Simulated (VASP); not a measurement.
A run of VASP 6.6.1:

Contents of INCAR:

```
PREC = Accurate ; ENCUT = 600
EDIFF = 1E-6 ; ISMEAR = -1
SIGMA = 0.05 ; LREAL = False
LASPH = True ; NELM = 100
ALGO = Normal ; ISIF = 3
LWAVE = False ; LCHARG = False
GGA = PS ; IBRION = 2
NSW = 80 ; EDIFFG = -0.01
PSTRESS = 300.0
```

Contents of KPOINTS:

```
regular mesh
0
Gamma
  9 9 9
```

POSCAR

```
NaH
1.0
    0.0000000000      2.4400000000      2.4400000000
    2.4400000000      0.0000000000      2.4400000000
    2.4400000000      2.4400000000      0.0000000000
Na H
1 1
Direct
    0.0000000000      0.0000000000      0.0000000000
    0.5000000000      0.5000000000      0.5000000000
```

Potentials or basis: VASP PAW PBE potentials, release 64 (Na_pv, H).

Launch:

```console
$ cat potpaw_PBE.64/Na_pv/POTCAR potpaw_PBE.64/H/POTCAR > POTCAR
$ mpirun -np 1 vasp_std > vasp.out
```

Hardware: 1 thread of Intel Xeon 6975P-C, with other jobs on the host.

Q: How long does it take, and how much memory?

A: It took 23 s on 1 thread of Intel Xeon 6975P-C, on a shared host, peak memory 0.16 GiB. Counts: scf iterations 33, k points 35, ion steps 4.
